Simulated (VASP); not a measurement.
# BaZrO3 (Pm-3m) in VASP: a series of runs

BaZrO3 is run at these levels: PBE; tasks: single point.

Program: VASP 6.6.1. These are calculated values, not measurements. Logs are shortened: lines on timing, memory, paths and dates and some standing lists are left out, and cuts for length are marked.

## 1. The cell of the first run

Symmetry: Pm-3m, No. 221, cubic system. The conventional cell has a = 4.184 Å, b = 4.184 Å, c = 4.184 Å, α = 90.00°, β = 90.00°, γ = 90.00°. Within 3.9 Å of Ba (site symmetry m-3m) lie 12 O at 2.96 Å and 8 Zr at 3.62 Å. Zr (site symmetry m-3m) has 6 O at 2.09 Å within 2.8 Å. Within 2.8 Å of O (site symmetry 4/mmm) lie 2 Zr at 2.09 Å.

## 2. Single point, PBE (volume scaled by 0.97)

Input file INCAR:

```
SYSTEM = BaZrO3
PREC = Accurate
ENCUT = 520
EDIFF = 1E-7
ISMEAR = 0
SIGMA = 0.02
LREAL = .False.
LASPH = .True.
NELM = 100
ALGO = Normal
ISIF = 2
LWAVE = .False.
LCHARG = .False.
GGA = PE
NBANDS = 28
```

Input file KPOINTS:

```
Automatic mesh
0
Gamma
  6 6 6
  0 0 0
```

Input file POSCAR:

```
BaZrO3
1.0
    4.1844611199      0.0000000000      0.0000000000
    0.0000000000      4.1844611199      0.0000000000
    0.0000000000      0.0000000000      4.1844611199
Ba Zr O
1 1 3
Direct
    0.0000000000      0.0000000000      0.0000000000
    0.5000000000      0.5000000000      0.5000000000
    0.0000000000      0.5000000000      0.5000000000
    0.5000000000      0.0000000000      0.5000000000
    0.5000000000      0.5000000000      0.0000000000
```

Potentials or basis: VASP PAW PBE potentials, release 64 (Ba_sv, Zr_sv, O).

Command:

```sh
$ cat potpaw_PBE.64/Ba_sv/POTCAR potpaw_PBE.64/Zr_sv/POTCAR potpaw_PBE.64/O/POTCAR > POTCAR
$ mpirun -np 1 vasp_std > vasp.out
```

OUTCAR:

```text
SYSTEM = BaZrO3
   PREC = Accurate
   ENCUT = 520
   EDIFF = 1E-7
   ISMEAR = 0
   LREAL = .False.
   LASPH = .True.
   NELM = 100
   ISIF = 2
   GGA = PE

 ion  position               nearest neighbor table
   1  0.000  0.000  0.000-   3 2.96   4 2.96   5 2.96   3 2.96   4 2.96   3 2.96   5 2.96   3 2.96
                             4 2.96   5 2.96   4 2.96   5 2.96   2 3.62   2 3.62   2 3.62   2 3.62
   2  0.500  0.500  0.500-   3 2.09   4 2.09   5 2.09   5 2.09   4 2.09   3 2.09   1 3.62   1 3.62
                             1 3.62   1 3.62   1 3.62   1 3.62   1 3.62   1 3.62
   3  0.000  0.500  0.500-   2 2.09   2 2.09   1 2.96   1 2.96   1 2.96   1 2.96
   4  0.500  0.000  0.500-   2 2.09   2 2.09   1 2.96   1 2.96   1 2.96   1 2.96
   5  0.500  0.500  0.000-   2 2.09   2 2.09   1 2.96   1 2.96   1 2.96   1 2.96

  LATTYP: Found a simple cubic cell.
 ALAT       =     4.1844611199

  Lattice vectors:

 A1 = (   4.1844611199,   0.0000000000,   0.0000000000)
 A2 = (   0.0000000000,   4.1844611199,   0.0000000000)
 A3 = (   0.0000000000,   0.0000000000,   4.1844611199)

Analysis of symmetry for initial positions (statically):
=====================================================================
 Subroutine PRICEL returns:
 Original cell was already a primitive cell.

 Routine SETGRP: Setting up the symmetry group for a
 simple cubic supercell.

 Subroutine GETGRP returns: Found 48 space group operations
 (whereof 48 operations were pure point group operations)
 out of a pool of 48 trial point group operations.

The static configuration has the point symmetry O_h .

Analysis of symmetry for dynamics (positions and initial velocities):
=====================================================================
 Subroutine PRICEL returns:
 Original cell was already a primitive cell.

 Routine SETGRP: Setting up the symmetry group for a
 simple cubic supercell.

 Subroutine GETGRP returns: Found 48 space group operations
 (whereof 48 operations were pure point group operations)
 out of a pool of 48 trial point group operations.

The dynamic configuration has the point symmetry O_h .

 Subroutine INISYM returns: Found 48 space group operations
 (whereof 48 operations are pure point group operations),
 and found     1 'primitive' translations

----------------------------------------------------------------------------------------

                                     Primitive cell

  volume of cell :      73.2687

  direct lattice vectors                    reciprocal lattice vectors
     4.184461120  0.000000000  0.000000000     0.238979398  0.000000000  0.000000000
     0.000000000  4.184461120  0.000000000     0.000000000  0.238979398  0.000000000
     0.000000000  0.000000000  4.184461120     0.000000000  0.000000000  0.238979398

  length of vectors
     4.184461120  4.184461120  4.184461120     0.238979398  0.238979398  0.238979398

  position of ions in fractional coordinates (direct lattice)
     0.000000000  0.000000000  0.000000000
     0.500000000  0.500000000  0.500000000
     0.000000000  0.500000000  0.500000000
     0.500000000  0.000000000  0.500000000
     0.500000000  0.500000000  0.000000000

  ion indices of the primitive-cell ions
   primitive index   ion index
                 1           1
                 2           2
                 3           3
                 4           4
                 5           5

----------------------------------------------------------------------------------------

 KPOINTS: Automatic mesh

Automatic generation of k-mesh.
 Grid dimensions read from file:
 generate k-points for:    6    6    6

 Generating k-lattice:

  Cartesian coordinates                     Fractional coordinates (reciprocal lattice)
     0.039829900  0.000000000  0.000000000     0.166666667  0.000000000  0.000000000
     0.000000000  0.039829900  0.000000000     0.000000000  0.166666667  0.000000000
     0.000000000  0.000000000  0.039829900     0.000000000  0.000000000  0.166666667

  Length of vectors
     0.039829900  0.039829900  0.039829900

  Shift w.r.t. Gamma in fractional coordinates (k-lattice)
     0.000000000  0.000000000  0.000000000

 Subroutine IBZKPT returns following result:
 ===========================================

 Found     20 irreducible k-points:

 Following reciprocal coordinates:
            Coordinates               Weight
  0.000000  0.000000  0.000000      1.000000
  0.166667  0.000000  0.000000      6.000000
  0.333333  0.000000  0.000000      6.000000
  0.500000  0.000000  0.000000      3.000000
  0.166667  0.166667  0.000000     12.000000
  0.333333  0.166667  0.000000     24.000000
[... 12 lines left out ...]
  0.500000  0.500000  0.333333      6.000000
  0.500000  0.500000  0.500000      1.000000
   k-points           NKPTS =     20   k-points in BZ     NKDIM =     20   number of bands    NBANDS=     28
   number of dos      NEDOS =    301   number of ions     NIONS =      5
   total plane-waves  NPLWV =  32768
   dimension x,y,z NGX =    32 NGY =   32 NGZ =   32
   dimension x,y,z NGXF=    64 NGYF=   64 NGZF=   64
   ions per type =               1   1   3
   NGX,Y,Z   is equivalent  to a cutoff of  12.71, 12.71, 12.71 a.u.
   NGXF,Y,Z  is equivalent  to a cutoff of  25.43, 25.43, 25.43 a.u.
 SYSTEM =  BaZrO3
   PREC   = accura    normal or accurate (medium, high low for compatibility)
   ISTART =      0    job   : 0-new  1-cont  2-samecut
   ICHARG =      2    charge: 1-file 2-atom 10-const
   ISPIN  =      1    spin polarized calculation?
   LNONCOLLINEAR =      F non collinear calculations
   LSORBIT =      F    spin-orbit coupling
   LASPH  =      T    aspherical Exc in radial PAW
   ENCUT  =  520.0 eV  38.22 Ry    6.18 a.u.   7.78  7.78  7.78*2*pi/ulx,y,z
   NELM   =    100;   NELMIN=  2; NELMDL= -5     # of ELM steps
   EDIFF  = 0.1E-06   stopping-criterion for ELM
   LREAL  =      F    real-space projection
   EDIFFG = 0.1E-05   stopping-criterion for IOM
   NSW    =      0    number of steps for IOM
   IBRION =     -1    ionic relax: 0-MD 1-quasi-New 2-CG
   NFREE  =      0    steps in history (QN), initial steepest desc. (CG)
   ISIF   =      2    stress and relaxation
   ISYM   =      2    0-nonsym 1-usesym 2-fastsym
   POTIM  = 0.5000    time-step for ionic-motion
   TEBEG  =    0.0;   TEEND  =   0.0 temperature during run
   PSTRESS=    0.0 pullay stress
   NELECT =      40.0000    total number of electrons
   NUPDOWN=      -1.0000    fix difference up-down
   EMIN   =  10.00;   EMAX   =-10.00  energy-range for DOS
   EFERMI =   0.00;   METHOD = LEGACY
   ISMEAR =     0;   SIGMA  =   0.02  broadening in eV -4-tet -1-fermi 0-gaus
   EFERMI_NEDOS =   21; number of points for ismear=-14 and -15
   IALGO  =     38    algorithm
   IMIX   =      4    mixing-type and parameters
     AMIX     =   0.40;   BMIX     =  1.00
     AMIX_MAG =   1.60;   BMIX_MAG =  1.00
  volume/ion in A,a.u.               =      14.65        98.89
  Fermi-wavevector in a.u.,A,eV,Ry     =   1.337997  2.528449 24.357656  1.790237
  Thomas-Fermi vector in A             =   2.466502
   LORBIT       =      0    0 simple, 1 ext, 2 COOP (PROOUT), +10 PAW based schemes
   GGA     = PE    functional components
   LHFCALC =     F    Hartree Fock is set to
   AEXX    =    0.0000 exact exchange contribution
   IVDW    =     0    specifies the selected vdW correction
   LEPSILON=     F    determine dielectric tensor
   LRPA    =     F    only Hartree local field effects (RPA)
 non-spin polarized calculation
 Gauss-broadening in eV      SIGMA  =   0.02
  energy-cutoff  :      520.00
  volume of cell :       73.27
 maximum number of plane-waves:      2008
 NGX is ok and might be reduce to    32
   NGX = 15   NGY = 15   NGZ = 15

 number of electron      40.0000003 magnetization

 Free energy of the ion-electron system (eV)
  ---------------------------------------------------
  ext. energy  EPLUGINS =         0.00000000
  ---------------------------------------------------
  free energy    TOTEN  =       -41.67326884 eV

  energy without entropy =      -41.67326884  energy(sigma->0) =      -41.67326884

 E-fermi :   4.0284     XC(G=0): -10.7962

 val. band max:        3.8245463801   @ k =   0.5000   0.5000   0.5000
 cond. band min:       7.0246502506   @ k =   0.0000   0.0000   0.0000
 fundamental gap:      3.2001038705
 Fermi energy:         4.0284103427

 k-point     1 :       0.0000    0.0000    0.0000
  band No.  band energies     occupation
      1     -43.1636      2.00000
      2     -21.4761      2.00000
      3     -21.3316      2.00000
      4     -21.3316      2.00000
      5     -21.3316      2.00000
      6     -12.5558      2.00000
[... 20 lines left out ...]
     27      11.3244      0.00000
     28      11.3244      0.00000

 k-point     2 :       0.1667    0.0000    0.0000
  band No.  band energies     occupation
      1     -43.1628      2.00000
      2     -21.5536      2.00000
      3     -21.3298      2.00000
      4     -21.3298      2.00000
      5     -21.3041      2.00000
      6     -12.5639      2.00000
[... 20 lines left out ...]
     27      11.3256      0.00000
     28      12.0427      0.00000

 k-point     3 :       0.3333    0.0000    0.0000
  band No.  band energies     occupation
      1     -43.1610      2.00000
      2     -21.6857      2.00000
      3     -21.3263      2.00000
      4     -21.3263      2.00000
      5     -21.2663      2.00000
      6     -12.6721      2.00000
[... 20 lines left out ...]
     27      11.4469      0.00000
     28      11.7283      0.00000

 k-point     4 :       0.5000    0.0000    0.0000
  band No.  band energies     occupation
      1     -43.1602      2.00000
      2     -21.7468      2.00000
      3     -21.3245      2.00000
      4     -21.3245      2.00000
      5     -21.2498      2.00000
      6     -12.7332      2.00000
[... 454 lines left out ...]
     27      12.1121      0.00000
     28      12.7995      0.00000

 k-point    19 :       0.5000    0.5000    0.3333
  band No.  band energies     occupation
      1     -43.1542      2.00000
      2     -21.5737      2.00000
      3     -21.5737      2.00000
      4     -21.5106      2.00000
      5     -21.3526      2.00000
      6     -11.6128      2.00000
[... 20 lines left out ...]
     27      12.3730      0.00000
     28      13.1243      0.00000

 k-point    20 :       0.5000    0.5000    0.5000
  band No.  band energies     occupation
      1     -43.1533      2.00000
      2     -21.5712      2.00000
      3     -21.5712      2.00000
      4     -21.5712      2.00000
      5     -21.3433      2.00000
      6     -11.3239      2.00000
[... 20 lines left out ...]
     27      13.0013      0.00000
     28      13.0013      0.00000

------------------------ aborting loop because EDIFF is reached ----------------------------------------

  FORCE on cell =-STRESS in cart. coord.  units (eV):
  Direction    XX          YY          ZZ          XY          YZ          ZX
  --------------------------------------------------------------------------------------
  -------------------------------------------------------------------------------------
  Total        2.7228032      2.7228032      2.7228032      0.0000000      0.0000000     -0.0000000
  in kB       59.5399165     59.5399165     59.5399165      0.0000000      0.0000000     -0.0000000
  external PRESSURE =      59.5399165 kB  Pullay stress =       0.0000000 kB

 VOLUME and BASIS-vectors are now :
 -----------------------------------------------------------------------------
  energy-cutoff  :      520.00
  volume of cell :       73.27
      direct lattice vectors                 reciprocal lattice vectors
     4.184461120  0.000000000  0.000000000     0.238979398  0.000000000  0.000000000
     0.000000000  4.184461120  0.000000000     0.000000000  0.238979398  0.000000000
     0.000000000  0.000000000  4.184461120     0.000000000  0.000000000  0.238979398

 POSITION                                       TOTAL-FORCE (eV/Angst)
 -----------------------------------------------------------------------------------
      0.00000      0.00000      0.00000         0.000000      0.000000      0.000000
      2.09223      2.09223      2.09223         0.000000      0.000000      0.000000
      0.00000      2.09223      2.09223         0.000000      0.000000      0.000000
      2.09223      0.00000      2.09223         0.000000      0.000000      0.000000
      2.09223      2.09223      0.00000         0.000000      0.000000      0.000000
 -----------------------------------------------------------------------------------
    total drift:                                0.000000     -0.000000     -0.000000

  FREE ENERGIE OF THE ION-ELECTRON SYSTEM (eV)
  ---------------------------------------------------
  free  energy   TOTEN  =       -41.6732688401 eV

  energy  without entropy=      -41.6732688401  energy(sigma->0) =      -41.67326884
```

It took 28 s on 1 thread of Intel Xeon 6975P-C (Granite Rapids), shared host; peak memory 0.19 GiB.

Results:

```
Free energy            : -41.6733 eV
Pressure               : 6.0 GPa
Band gap on the k mesh : 3.20 eV, indirect (least direct gap 3.42 eV)
```

Levels at points of the mesh, in eV from the valence-band top:
```
           k point  band 17  band 18  band 19  band 20  band 21  band 22  band 23  band 24
(0.00, 0.00, 0.00)    -0.99    -0.22    -0.22    -0.22     3.20     3.20     3.20     4.66
(0.50, 0.00, 0.00)    -1.74    -1.69    -0.45    -0.45     3.65     5.74     5.74     6.45
(0.50, 0.50, 0.00)    -0.93    -0.93    -0.78    -0.08     5.71     5.71     6.49     6.53
(0.50, 0.50, 0.50)    -2.54     0.00     0.00     0.00     6.00     6.00     6.00     7.04
```

Caveat: the cell differs from its parent crystal (volume scaled by 0.97); spin-orbit coupling is left out, which moves the levels of the heavy elements. A k mesh can miss the band edges.

## 3. Single point, PBE

This run uses another cell than the first one, of 15.11 Å³/atom, 1.031 times its volume.

Input file INCAR:

```
ALGO = Normal
EDIFF = 1E-7
ENCUT = 520
GGA = PE
ISIF = 2
ISMEAR = 0
LASPH = True
LCHARG = False
LREAL = False
LWAVE = False
NBANDS = 28
NELM = 60
PREC = Accurate
SIGMA = 0.02
```

Input file KPOINTS:

```
k-points
0
Gamma
  6 6 6
```

POSCAR, as its differences from that of step 2:

```diff
@@ -2,5 +2,5 @@
 1.0
-    4.1844611199      0.0000000000      0.0000000000
-    0.0000000000      4.1844611199      0.0000000000
-    0.0000000000      0.0000000000      4.1844611199
+    4.2271626521      0.0000000000      0.0000000000
+    0.0000000000      4.2271626521      0.0000000000
+    0.0000000000      0.0000000000      4.2271626521
 Ba Zr O
```

Potentials or basis: VASP PAW PBE potentials, release 64 (Ba_sv, Zr_sv, O).

Command:

```sh
$ cat potpaw_PBE.64/Ba_sv/POTCAR potpaw_PBE.64/Zr_sv/POTCAR potpaw_PBE.64/O/POTCAR > POTCAR
$ mpirun -np 1 vasp_std > vasp.out
```

It took 27 s on 1 thread of Intel Xeon 6975P-C (Granite Rapids), shared host; peak memory 0.19 GiB.

It converged, with:

```yaml
Free_energy: -41.7234 eV
Pressure: 0.9 GPa
Band_gap_on_the_k_mesh: 3.13 eV, indirect (least direct gap 3.38 eV)
```

Levels at points of the mesh, in eV from the valence-band top:
```
           k point  band 18  band 19  band 20  band 21  band 22  band 23
(0.00, 0.00, 0.00)    -0.25    -0.25    -0.25     3.13     3.13     3.13
(0.50, 0.00, 0.00)    -1.61    -0.49    -0.49     3.55     5.54     5.54
(0.50, 0.50, 0.00)    -0.93    -0.85    -0.07     5.52     5.52     6.31
(0.50, 0.50, 0.50)     0.00     0.00     0.00     5.88     5.88     5.88
```

Caveat: spin-orbit coupling is left out, which moves the levels of the heavy elements. A k mesh can miss the band edges.

## 4. Single point, PBE (volume scaled by 1.03)

Input file INCAR:

```
PREC     = Accurate       # precision mode
ENCUT    = 520            # plane-wave cutoff, eV
EDIFF    = 1E-7           # SCF threshold, eV
ISMEAR   = 0              # smearing method
SIGMA    = 0.02           # smearing width, eV
LREAL    = False          # projectors in reciprocal space
LASPH    = True           # aspherical terms in the spheres
NELM     = 60             # most SCF steps
ALGO     = Normal         # electronic algorithm
ISIF     = 2              # what is computed and relaxed
LWAVE    = False          # write WAVECAR
LCHARG   = False          # write CHGCAR
GGA      = PE             # functional
NBANDS   = 28             # bands
```

Input file KPOINTS:

```
regular mesh
0
Gamma
  6 6 6
```

POSCAR, as its differences from that of step 3:

```diff
@@ -2,5 +2,5 @@
 1.0
-    4.2271626521      0.0000000000      0.0000000000
-    0.0000000000      4.2271626521      0.0000000000
-    0.0000000000      0.0000000000      4.2271626521
+    4.2690184697      0.0000000000      0.0000000000
+    0.0000000000      4.2690184697      0.0000000000
+    0.0000000000      0.0000000000      4.2690184697
 Ba Zr O
```

Command:

```sh
$ cat potpaw_PBE.64/Ba_sv/POTCAR potpaw_PBE.64/Zr_sv/POTCAR potpaw_PBE.64/O/POTCAR > POTCAR
$ mpirun -np 1 vasp_std > vasp.out
```

Wall time 26 s (1 thread of Intel Xeon 6975P-C (Granite Rapids), shared host); peak memory 0.19 GiB.

It converged, with:

- Free energy: -41.7083 eV
- Pressure: -3.3 GPa
- Band gap on the k mesh: 3.06 eV, indirect (least direct gap 3.34 eV)

Levels at points of the mesh, in eV from the valence-band top:
| k point | band 17 | band 18 | band 19 | band 20 | band 21 | band 22 | band 23 | band 24 |
| --- | --- | --- | --- | --- | --- | --- | --- | --- |
| (0.00, 0.00, 0.00) | -0.91 | -0.28 | -0.28 | -0.28 | 3.06 | 3.06 | 3.06 | 4.58 |
| (0.50, 0.00, 0.00) | -1.65 | -1.54 | -0.52 | -0.52 | 3.46 | 5.35 | 5.35 | 6.23 |
| (0.50, 0.50, 0.00) | -0.93 | -0.93 | -0.91 | -0.07 | 5.33 | 5.33 | 6.13 | 6.16 |
| (0.50, 0.50, 0.50) | -2.50 | 0.00 | 0.00 | 0.00 | 5.77 | 5.77 | 5.77 | 6.53 |

Caveat: the cell differs from its parent crystal (volume scaled by 1.03); spin-orbit coupling is left out, which moves the levels of the heavy elements.

## 5. The runs side by side

| cell | gap on the mesh (eV) | pressure (GPa) |
| --- | --- | --- |
| a = 4.184 Å, 5 atoms | 3.20 | 6.0 |
| a = 4.227 Å, 5 atoms | 3.13 | 0.9 |
| a = 4.269 Å, 5 atoms | 3.06 | -3.3 |

Alike in all rows: task single point; level PBE; potentials or basis VASP PAW PBE potentials, release 64 (Ba_sv, Zr_sv, O); no spin polarisation; k mesh 6 × 6 × 6; cutoff (eV) 520; smearing gaussian 0.02 eV.

Caveats: spin-orbit coupling is left out, which moves the levels of the heavy elements.

Total energies depend on the potentials used, so only differences within one code and one set of settings carry meaning.
